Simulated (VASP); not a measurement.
Crystal: TiI2.

```
Ti I
1.0
     4.14000    0.00000    0.00000
    -2.07000    3.58535    0.00000
     0.00000    0.00000    6.62400
Ti I
1 2
Direct
  0.00000 0.00000 0.00000
  0.33333 0.66667 0.25000
  0.66667 0.33333 0.75000
```

- Program: VASP 6.6.1
- Task: relaxation of cell and atoms
- Functional: PBEsol
- Potentials or basis: VASP PAW PBE potentials, release 64 (Ti_sv, I)
- Cutoff: 600 eV
- k mesh: 6 × 6 × 4
- Occupations: gaussian, width 0.1 eV
- Spin: no spin polarisation

At the start: pressure -4.7 GPa; volume 32.77 Å³/atom.

How do energy, volume and symmetry change on relaxing?

Over 15 steps the energy falls by 123.1 meV/atom and the volume is 28.95 Å³/atom (-11.7 %); space group P-3m1 (No. 164, to 0.05 Å).

The path:
| step | energy change (eV) | largest force (eV/Å) | pressure (GPa) | volume (Å³) |
| --- | --- | --- | --- | --- |
| 1 | 0.0000 | 0.3922 | -4.68 | 98.32 |
| 2 | -0.2516 | 0.5759 | 1.26 | 85.26 |
| 3 | -0.2528 | 0.4987 | 0.75 | 86.04 |
| 4 | -0.3303 | 0.2508 | 0.53 | 85.14 |
| 5 | -0.3628 | 0.0610 | 0.46 | 83.77 |
| 6 | -0.3633 | 0.0302 | 0.45 | 83.92 |
| 7 | -0.3645 | 0.1139 | -0.24 | 85.13 |
| 8 | -0.3646 | 0.0918 | -0.07 | 84.80 |
| 9 | -0.3657 | 0.0737 | -0.04 | 85.03 |
| 10 | -0.3679 | 0.0205 | 0.01 | 85.71 |
| 11 | -0.3681 | 0.0804 | 0.16 | 87.08 |
| 12 | -0.3686 | 0.0406 | 0.08 | 86.52 |
| 13 | -0.3692 | 0.0177 | -0.19 | 87.23 |
| 14 | -0.3692 | 0.0084 | -0.15 | 87.12 |
| 15 | -0.3694 | 0.0105 | 0.08 | 86.86 |

Final structure:
```xyz
3
Lattice="3.7410 0.0000 0.0000 -1.8705 3.2398 0.0000 0.0000 0.0000 7.1671" Properties=species:S:1:pos:R:3 pbc="T T T"
Ti   -1.8705    3.2398    0.0000
I     0.0000    2.1599    1.7628
I     1.8705    1.0799    5.4043
```

Caveat: the PAW data sets were made with another functional, which shifts forces and pressure a little; this functional lacks dispersion, which binds the layers, so the pressure and a relaxed spacing across them are unreliable.
